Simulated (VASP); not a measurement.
Write the native input for VASP 6.6.1 that does the following.

- Task: relaxation of cell and atoms
- Functional: PBE
- Potentials or basis: VASP PAW PBE potentials, release 64 (Zn, Si, N)
- Cutoff: 600 eV
- k mesh: 6 × 6 × 1
- Occupations: gaussian, width 0.2 eV
- Spin: no spin polarisation
- Dipole correction: no
- Further INCAR settings: LREAL = Auto; ALGO = Normal; EDIFF = 1e-07; IBRION = 2; EDIFFG = -0.08; NSW = 36; ISIF = 3

The structure of Zn2Si3N3 lies in POSCAR:

```
Zn2Si3N3
1.0
    2.9000000000      0.0000000000      0.0000000000
   -1.4500000000      2.5114736700      0.0000000000
    0.0000000000      0.0000000000     26.2000000000
Zn Si N
4 6 6
Direct
    0.6666666700      0.3333333300      0.6374000000
    0.3333333300      0.6666666700      0.3626000000
    0.6666666700      0.3333333300      0.4542000000
    0.3333333300      0.6666666700      0.5458000000
    0.0000000000      0.0000000000      0.0458000000
    0.0000000000      0.0000000000      0.9542000000
    0.6666666700      0.3333333300      0.8053000000
    0.6666666700      0.3333333300      0.7137000000
    0.3333333300      0.6666666700      0.1947000000
    0.3333333300      0.6666666700      0.2863000000
    0.3333333300      0.6666666700      0.0649000000
    0.6666666700      0.3333333300      0.9351000000
    0.0000000000      0.0000000000      0.8244000000
    0.0000000000      0.0000000000      0.6947000000
    0.0000000000      0.0000000000      0.1756000000
    0.0000000000      0.0000000000      0.3053000000
```

One way to write it, as run:

INCAR

```
SYSTEM = Zn2Si3N3
ALGO = Normal ; EDIFF = 1E-7
EDIFFG = -0.08 ; ENCUT = 600
GGA = PE ; IBRION = 2
ISIF = 3 ; ISMEAR = 0
LASPH = .True. ; LCHARG = .False.
LREAL = Auto ; LWAVE = .False.
NELM = 80 ; NSW = 36
PREC = Accurate ; SIGMA = 0.2
```

KPOINTS

```
k-points
0
Gamma
  6 6 1
  0 0 0
```

Potentials or basis: VASP PAW PBE potentials, release 64 (Zn, Si, N).

Run with:

```sh
$ cat potpaw_PBE.64/Zn/POTCAR potpaw_PBE.64/Si/POTCAR potpaw_PBE.64/N/POTCAR > POTCAR
$ mpirun -np 1 vasp_std > vasp.out
```

It gave:

| Property | Result |
| --- | --- |
| Relaxed volume | 14.49 Å³/atom |
| Relaxed cell | a = 2.887 Å, b = 2.887 Å, c = 32.114 Å, α = 90.00°, β = 90.00°, γ = 120.00° |
| Space group after relaxing (to 0.1 Å) | P-3m1 (No. 164) |
| Energy gained by relaxing | 442.0 meV/atom |
| Ionic steps | 30 |
| Pressure after relaxing | -0.4 GPa |
| Largest force after relaxing | 0.080 eV/Å |
| Band gap on the k mesh | zero (bands 51 and 52 overlap by 1.24 eV) |

Caveat: the k points lie up to 0.42 Å⁻¹ apart in the final cell, too coarse for converged energies and pressures of a metal; the volume moved by over 15 % at a fixed basis, so the end points are rough; the relaxation stopped at a loose force limit of 0.08 eV/Å, so its end isn't a converged minimum.

Run time: 63 min on 1 thread of AMD EPYC 7R13 Processor (Zen 3), with other jobs on the host, peak memory 0.37 GiB.
